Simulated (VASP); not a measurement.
# Al2Cu (I4/mcm) in VASP: further runs

Al2Cu is run at these levels: PBE; tasks: single point.

All numbers are computed with VASP 6.6.1; they aren't measurements. Logs are shortened: lines on timing, memory, paths and dates and some standing lists are left out, and cuts for length are marked.

## Step 1: The cell of the first run

The structure is tetragonal, space group I4/mcm (No. 140). Conventional cell: a = 6.173 Å, b = 6.173 Å, c = 4.785 Å, α = 90.00°, β = 90.00°, γ = 90.00°. Al (site symmetry m2m) has 4 Cu at 2.61 Å and 11 Al at 2.77 to 3.29 Å within 3.4 Å. Cu (site symmetry 422) has 2 Cu at 2.39 Å and 8 Al at 2.61 Å within 3.2 Å.

## Step 2: Single point, PBE

File INCAR:

```
ALGO = Fast ; EDIFF = 1E-6
ENCUT = 520 ; GGA = PE
ISIF = 2 ; ISMEAR = 0
LASPH = True ; LCHARG = False
LREAL = False ; LWAVE = False
NBANDS = 26 ; NELM = 100
PREC = Accurate ; SIGMA = 0.15
```

File KPOINTS:

```
k-points
0
Gamma
  10 10 10
```

File POSCAR:

```
Al2Cu
1.0
   -3.0867000000      3.0867000000      2.3924500000
    3.0867000000     -3.0867000000      2.3924500000
    3.0867000000      3.0867000000     -2.3924500000
Al Cu
4 2
Direct
    0.1587211657      0.6587211657      0.8174423314
    0.6587211657      0.8412788343      0.5000000000
    0.8412788343      0.3412788343      0.1825576686
    0.3412788343      0.1587211657      0.5000000000
    0.7500000000      0.7500000000      0.0000000000
    0.2500000000      0.2500000000      0.0000000000
```

Potentials or basis: VASP PAW PBE potentials, release 64 (Al, Cu).

On the command line:

```bash
$ cat potpaw_PBE.64/Al/POTCAR potpaw_PBE.64/Cu/POTCAR > POTCAR
$ mpirun -np 1 vasp_std > vasp.out
```

OUTCAR:

```text
EDIFF = 1E-6
   ENCUT = 520
   GGA = PE
   ISIF = 2
   ISMEAR = 0
   LASPH = True
   LREAL = False
   NELM = 100
   PREC = Accurate

 ion  position               nearest neighbor table
   1  0.159  0.659  0.817-   5 2.61   6 2.61   5 2.61   6 2.61   3 2.77   3 2.87   3 2.87   4 3.09
                             2 3.09   2 3.09   4 3.09   4 3.29   2 3.29   2 3.29   4 3.29
   2  0.659  0.841  0.500-   6 2.61   5 2.61   5 2.61   6 2.61   4 2.77   4 2.87   4 2.87   3 3.09
                             1 3.09   1 3.09   3 3.09   1 3.29   3 3.29   1 3.29   3 3.29
   3  0.841  0.341  0.183-   5 2.61   6 2.61   5 2.61   6 2.61   1 2.77   1 2.87   1 2.87   2 3.09
                             4 3.09   4 3.09   2 3.09   2 3.29   4 3.29   4 3.29   2 3.29
   4  0.341  0.159  0.500-   5 2.61   6 2.61   6 2.61   5 2.61   2 2.77   2 2.87   2 2.87   1 3.09
                             1 3.09   3 3.09   3 3.09   1 3.29   3 3.29   3 3.29   1 3.29
   5  0.750  0.750  0.000-   6 2.39   6 2.39   1 2.61   2 2.61   3 2.61   4 2.61   2 2.61   4 2.61
                             1 2.61   3 2.61
   6  0.250  0.250  0.000-   5 2.39   5 2.39   1 2.61   3 2.61   4 2.61   3 2.61   4 2.61   1 2.61
                             2 2.61   2 2.61

  LATTYP: Found a body centered tetragonal cell.
 ALAT       =     6.1734000000
 C/A-ratio  =     0.7750834224

  Lattice vectors:

 A1 = (  -3.0867000000,   3.0867000000,   2.3924500000)
 A2 = (   3.0867000000,  -3.0867000000,   2.3924500000)
 A3 = (   3.0867000000,   3.0867000000,  -2.3924500000)

Analysis of symmetry for initial positions (statically):
=====================================================================
 Subroutine PRICEL returns:
 Original cell was already a primitive cell.

 Routine SETGRP: Setting up the symmetry group for a
 body centered tetragonal supercell.

 Subroutine GETGRP returns: Found 16 space group operations
 (whereof  8 operations were pure point group operations)
 out of a pool of 16 trial point group operations.

The static configuration has the point symmetry C_4h.
 The point group associated with its full space group is D_4h.

Analysis of symmetry for dynamics (positions and initial velocities):
=====================================================================
 Subroutine PRICEL returns:
 Original cell was already a primitive cell.

 Routine SETGRP: Setting up the symmetry group for a
 body centered tetragonal supercell.

 Subroutine GETGRP returns: Found 16 space group operations
 (whereof  8 operations were pure point group operations)
 out of a pool of 16 trial point group operations.

The dynamic configuration has the point symmetry C_4h.
 The point group associated with its full space group is D_4h.

 Subroutine INISYM returns: Found 16 space group operations
 (whereof  8 operations are pure point group operations),
 and found     1 'primitive' translations

----------------------------------------------------------------------------------------

                                     Primitive cell

  volume of cell :      91.1783

  direct lattice vectors                    reciprocal lattice vectors
    -3.086700000  3.086700000  2.392450000     0.000000000  0.161985292  0.208990784
     3.086700000 -3.086700000  2.392450000     0.161985292  0.000000000  0.208990784
     3.086700000  3.086700000 -2.392450000     0.161985292  0.161985292  0.000000000

  length of vectors
     4.977876132  4.977876132  4.977876132     0.264417061  0.264417061  0.229081796

  position of ions in fractional coordinates (direct lattice)
     0.158721166  0.658721166  0.817442331
     0.658721166  0.841278834  0.500000000
     0.841278834  0.341278834  0.182557669
     0.341278834  0.158721166  0.500000000
     0.750000000  0.750000000  0.000000000
     0.250000000  0.250000000  0.000000000

  ion indices of the primitive-cell ions
   primitive index   ion index
                 1           1
                 2           2
                 3           3
                 4           4
                 5           5
                 6           6

----------------------------------------------------------------------------------------

 KPOINTS: k-points

Automatic generation of k-mesh.
 Grid dimensions read from file:
 generate k-points for:   10   10   10

 Generating k-lattice:

  Cartesian coordinates                     Fractional coordinates (reciprocal lattice)
     0.000000000  0.016198529  0.020899078     0.100000000  0.000000000 -0.000000000
     0.016198529  0.000000000  0.020899078     0.000000000  0.100000000 -0.000000000
     0.016198529  0.016198529  0.000000000     0.000000000  0.000000000  0.100000000

  Length of vectors
     0.026441706  0.026441706  0.022908180

  Shift w.r.t. Gamma in fractional coordinates (k-lattice)
     0.000000000  0.000000000  0.000000000

 Subroutine IBZKPT returns following result:
 ===========================================

 Found    102 irreducible k-points:

 Following reciprocal coordinates:
            Coordinates               Weight
  0.000000  0.000000  0.000000      1.000000
  0.100000  0.000000  0.000000      8.000000
  0.200000  0.000000  0.000000      8.000000
  0.300000 -0.000000  0.000000      8.000000
  0.400000  0.000000  0.000000      8.000000
  0.500000 -0.000000  0.000000      4.000000
[... 16 lines left out ...]
  0.300000  0.300000  0.000000      8.000000
  0.400000  0.300000  0.000000     16.000000
 [... further k-points ...]
   k-points           NKPTS =    102   k-points in BZ     NKDIM =    102   number of bands    NBANDS=     26
   number of dos      NEDOS =    301   number of ions     NIONS =      6
   total plane-waves  NPLWV =  64000
   dimension x,y,z NGX =    40 NGY =   40 NGZ =   40
   dimension x,y,z NGXF=    80 NGYF=   80 NGZF=   80
   ions per type =               4   2
   NGX,Y,Z   is equivalent  to a cutoff of  13.36, 13.36, 13.36 a.u.
   NGXF,Y,Z  is equivalent  to a cutoff of  26.72, 26.72, 26.72 a.u.
 SYSTEM =  unknown system
   PREC   = accura    normal or accurate (medium, high low for compatibility)
   ISTART =      0    job   : 0-new  1-cont  2-samecut
   ICHARG =      2    charge: 1-file 2-atom 10-const
   ISPIN  =      1    spin polarized calculation?
   LNONCOLLINEAR =      F non collinear calculations
   LSORBIT =      F    spin-orbit coupling
   LASPH  =      T    aspherical Exc in radial PAW
   ENCUT  =  520.0 eV  38.22 Ry    6.18 a.u.   9.26  9.26  9.26*2*pi/ulx,y,z
   NELM   =    100;   NELMIN=  2; NELMDL= -5     # of ELM steps
   EDIFF  = 0.1E-05   stopping-criterion for ELM
   LREAL  =      F    real-space projection
   EDIFFG = 0.1E-04   stopping-criterion for IOM
   NSW    =      0    number of steps for IOM
   IBRION =     -1    ionic relax: 0-MD 1-quasi-New 2-CG
   NFREE  =      0    steps in history (QN), initial steepest desc. (CG)
   ISIF   =      2    stress and relaxation
   ISYM   =      2    0-nonsym 1-usesym 2-fastsym
   POTIM  = 0.5000    time-step for ionic-motion
   TEBEG  =    0.0;   TEEND  =   0.0 temperature during run
   PSTRESS=    0.0 pullay stress
   NELECT =      34.0000    total number of electrons
   NUPDOWN=      -1.0000    fix difference up-down
   EMIN   =  10.00;   EMAX   =-10.00  energy-range for DOS
   EFERMI =   0.00;   METHOD = LEGACY
   ISMEAR =     0;   SIGMA  =   0.15  broadening in eV -4-tet -1-fermi 0-gaus
   EFERMI_NEDOS =   21; number of points for ismear=-14 and -15
   IALGO  =     68    algorithm
   IMIX   =      4    mixing-type and parameters
     AMIX     =   0.40;   BMIX     =  1.00
     AMIX_MAG =   1.60;   BMIX_MAG =  1.00
  volume/ion in A,a.u.               =      15.20       102.55
  Fermi-wavevector in a.u.,A,eV,Ry     =   1.178340  2.226739 18.891483  1.388485
  Thomas-Fermi vector in A             =   2.314671
   LORBIT       =      0    0 simple, 1 ext, 2 COOP (PROOUT), +10 PAW based schemes
   GGA     = PE    functional components
   LHFCALC =     F    Hartree Fock is set to
   AEXX    =    0.0000 exact exchange contribution
   IVDW    =     0    specifies the selected vdW correction
   LEPSILON=     F    determine dielectric tensor
   LRPA    =     F    only Hartree local field effects (RPA)
 non-spin polarized calculation
 RMM-DIIS sequential band-by-band and
 Gauss-broadening in eV      SIGMA  =   0.15
  energy-cutoff  :      520.00
  volume of cell :       91.18
 maximum number of plane-waves:      2512
 NGX is ok and might be reduce to    40
   NGX = 19   NGY = 19   NGZ = 19

 number of electron      34.0000007 magnetization

 Free energy of the ion-electron system (eV)
  ---------------------------------------------------
  ext. energy  EPLUGINS =         0.00000000
  ---------------------------------------------------
  free energy    TOTEN  =       -23.34823890 eV

  energy without entropy =      -23.32708498  energy(sigma->0) =      -23.33766194

 E-fermi :   7.8194     XC(G=0): -10.7744

 val. band max:        7.8097223225   @ k =   0.5000   0.2000   0.1000
 cond. band min:       7.8457131375   @ k =  -0.4000   0.4000   0.2000
 fundamental gap:      0.0359908149
 Fermi energy:         7.8193544671

 k-point     1 :       0.0000    0.0000    0.0000
  band No.  band energies     occupation
      1      -2.8483      2.00000
      2       2.4837      2.00000
      3       2.6840      2.00000
      4       2.7713      2.00000
      5       2.7713      2.00000
      6       3.6353      2.00000
[... 18 lines left out ...]
     25      12.5675      0.00000
     26      13.1534      0.00000

 k-point     2 :       0.1000    0.0000    0.0000
  band No.  band energies     occupation
      1      -2.7429      2.00000
      2       2.4710      2.00000
      3       2.7094      2.00000
      4       2.7498      2.00000
      5       2.7655      2.00000
      6       3.6163      2.00000
[... 18 lines left out ...]
     25      12.6847      0.00000
[... 608 lines left out ...]
     25      14.0169      0.00000
     26      15.5530      0.00000

 k-point    24 :       0.4000    0.3000    0.0000
  band No.  band energies     occupation
      1      -0.5372      2.00000
      2       0.2009      2.00000
      3       1.1349      2.00000
      4       2.6485      2.00000
      5       3.0844      2.00000
      6       3.2744      2.00000
[... 18 lines left out ...]
     25      14.2955      0.00000
     26      14.5507      0.00000

 [... further k-points ...]

------------------------ aborting loop because EDIFF is reached ----------------------------------------

  FORCE on cell =-STRESS in cart. coord.  units (eV):
  Direction    XX          YY          ZZ          XY          YZ          ZX
  --------------------------------------------------------------------------------------
  -------------------------------------------------------------------------------------
  Total       -1.9497139     -1.9497139      1.0854426      0.0000000     -0.0000000      0.0000000
  in kB      -34.2601907    -34.2601907     19.0732958      0.0000000     -0.0000000      0.0000000
  external PRESSURE =     -16.4823618 kB  Pullay stress =       0.0000000 kB

 VOLUME and BASIS-vectors are now :
 -----------------------------------------------------------------------------
  energy-cutoff  :      520.00
  volume of cell :       91.18
      direct lattice vectors                 reciprocal lattice vectors
    -3.086700000  3.086700000  2.392450000     0.000000000  0.161985292  0.208990784
     3.086700000 -3.086700000  2.392450000     0.161985292  0.000000000  0.208990784
     3.086700000  3.086700000 -2.392450000     0.161985292  0.161985292  0.000000000

 POSITION                                       TOTAL-FORCE (eV/Angst)
 -----------------------------------------------------------------------------------
      4.06655      0.97985      0.00000        -0.068101     -0.068101     -0.000000
      2.10685      0.97985      2.39245         0.068101     -0.068101      0.000000
     -0.97985      2.10685      2.39245         0.068101      0.068101      0.000000
      0.97985      2.10685      0.00000        -0.068101      0.068101      0.000000
      0.00000      0.00000      3.58868         0.000000     -0.000000     -0.000000
      0.00000      0.00000      1.19623         0.000000     -0.000000     -0.000000
 -----------------------------------------------------------------------------------
    total drift:                               -0.000000     -0.000000      0.000000

  FREE ENERGIE OF THE ION-ELECTRON SYSTEM (eV)
  ---------------------------------------------------
  free  energy   TOTEN  =       -23.3482389016 eV

  energy  without entropy=      -23.3270849752  energy(sigma->0) =      -23.33766194
```

Wall time 9 min (1 thread of Intel Xeon Platinum 8488C (Sapphire Rapids), shared host); peak memory 0.38 GiB.

What came out:

- Free energy: -23.3482 eV
- Pressure: -1.6 GPa
- Largest force: 0.096 eV/Å
- Band gap on the k mesh: zero (bands 17 and 18 overlap by 4.63 eV)

Forces on the atoms (eV/Å):
```
Al  -0.068 -0.068  0.000
Al   0.068 -0.068  0.000
Al   0.068  0.068  0.000
Al  -0.068  0.068  0.000
Cu   0.000  0.000  0.000
Cu   0.000  0.000  0.000
```

Levels at points of the mesh, in eV from the Fermi level:
```tsv
k point	band 14	band 15	band 16	band 17	band 18	band 19	band 20	band 21
(0.00, 0.00, 0.00)	-2.18	-1.11	-1.10	-1.10	-0.99	-0.26	0.07	1.52
(0.50, 0.00, 0.00)	-3.11	-2.64	-2.64	0.05	0.05	3.67	3.67	4.00
(0.50, 0.50, 0.00)	-2.53	-1.65	-1.49	-0.90	-0.53	0.45	0.87	4.49
(0.50, 0.50, 0.50)	-3.12	-3.12	-1.72	2.66	2.95	2.95	3.12	4.02
```

Caveat: the stress differs along the axes, from -3 to 2 GPa.

## Step 3: Single point, PBE

This run uses another cell than the first one, of 15.31 Å³/atom.

File INCAR:

```
  ALGO = Fast
  EDIFF = 1E-7
  ENCUT = 520
  GGA = PE
  ISIF = 2
  ISMEAR = 0
  LASPH = True
  LCHARG = False
  LREAL = False
  LWAVE = False
  NBANDS = 26
  NELM = 80
  PREC = Accurate
  SIGMA = 0.15
```

KPOINTS is that of step 2.

Edit POSCAR of step 2 so:

```diff
@@ -2,5 +2,5 @@
 1.0
-   -3.0867000000      3.0867000000      2.3924500000
-    3.0867000000     -3.0867000000      2.3924500000
-    3.0867000000      3.0867000000     -2.3924500000
+   -3.1472000000      3.1472000000      2.3192000000
+    3.1472000000     -3.1472000000      2.3192000000
+    3.1472000000      3.1472000000     -2.3192000000
 Al Cu
```

Potentials or basis: VASP PAW PBE potentials, release 64 (Al, Cu).

On the command line:

```bash
$ cat potpaw_PBE.64/Al/POTCAR potpaw_PBE.64/Cu/POTCAR > POTCAR
$ mpirun -np 1 vasp_std > vasp.out
```

Run time: 7.5 min. Hardware: 1 thread of Intel Xeon Platinum 8488C (Sapphire Rapids), shared host; peak memory 0.38 GiB.

The run converged. Its results:

- Free energy: -23.1651 eV
- Pressure: -1.7 GPa
- Largest force: 0.183 eV/Å
- Band gap on the k mesh: zero (bands 17 and 18 overlap by 4.79 eV)

Forces on the atoms (eV/Å):
```
Al  -0.129 -0.129  0.000
Al   0.129 -0.129  0.000
Al   0.129  0.129  0.000
Al  -0.129  0.129  0.000
Cu   0.000  0.000  0.000
Cu   0.000  0.000  0.000
```

Stress tensor (GPa, compression positive):
```
-5.99  0.00  0.00
 0.00 -5.99  0.00
 0.00  0.00  6.93
```

Levels at points of the mesh, in eV from the Fermi level:
```tsv
k point	band 15	band 16	band 17	band 18	band 19	band 20
(0.00, 0.00, 0.00)	-1.26	-0.95	-0.95	-0.79	0.08	0.10
(0.50, 0.00, 0.00)	-2.68	-2.68	-0.14	-0.14	3.29	3.29
(0.50, 0.50, 0.00)	-1.93	-1.83	-0.60	-0.29	0.07	0.46
(0.50, 0.50, 0.50)	-3.00	-1.54	2.87	2.97	3.00	3.00
```

Caveat: the stress differs along the axes, from -6 to 7 GPa.

(Continued in part 2 of 3.)

The gap in the log of VASP goes by the Fermi energy; the results here count the filled bands.